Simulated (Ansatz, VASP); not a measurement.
Two plane-wave programs on ZrSn7O16

```xyz
24
Lattice="-4.7380 4.7380 3.1865 4.7380 -4.7380 3.1865 4.7380 4.7380 -3.1865" Properties=species:S:1:pos:R:3 pbc="T T T"
Zr    0.0000    0.0000    0.0000
Sn    0.0000    0.0000    3.1865
Sn    0.0000    4.7380    0.0000
Sn    4.7380    0.0000    0.0000
Sn    2.3690    2.3690    1.5933
Sn    2.3690    2.3690   -1.5933
Sn    2.3690   -2.3690    1.5933
Sn   -2.3690    2.3690    1.5933
O     1.4550    1.4550    0.0000
O     1.4550    1.4550    3.1865
O     1.4550    6.1930    0.0000
O     6.1930    1.4550    0.0000
O     0.9140    3.8240    1.5932
O     5.6520   -0.9140    1.5933
O     0.9140   -0.9140    1.5933
O     0.9140   -0.9140    4.7797
O     3.2830    3.2830    0.0000
O     3.2830    3.2830    3.1865
O    -1.4550    3.2830    3.1865
O     3.2830   -1.4550    3.1865
O     3.8240    0.9140    1.5933
O    -0.9140    5.6520    1.5933
O    -0.9140    0.9140    4.7797
O    -0.9140    0.9140    1.5933
```

Alike in both runs: task electric field gradients; functional PBE; k mesh 4 × 4 × 4; occupations fermi-dirac, width 0.01 eV; no spin polarisation.

|  | VASP | Ansatz |
| --- | --- | --- |
| version | VASP 6.6.1 | Ansatz 0.2.0 |
| potentials or method | VASP PAW PBE potentials, release 64 (Zr_sv, Sn_d, O) | plane-wave PAW, scalar-relativistic |
| plane-wave cutoff (eV) | 520 | 420 |
| valence electrons in the cell | 206 | 206 |

```csv
,VASP,Ansatz,Ansatz less VASP
gap on the k mesh at the Fermi level (eV),1.84,1.85,+0.009
pressure (GPa),13.6,12.9,-0.66
"traceless stress, the component that is largest in VASP (GPa)",2.49,2.29,-0.204
rms of the force components (eV/Å),0.225,0.222,-0.0033
size of Vzz on the site where it differs most (V/Å²),40.5,34.6,-5.82
```

Atom by atom the forces differ by 0.010 eV/Å (rms over components). With one functional, cell and mesh, what is left measures potentials, basis and numerics.
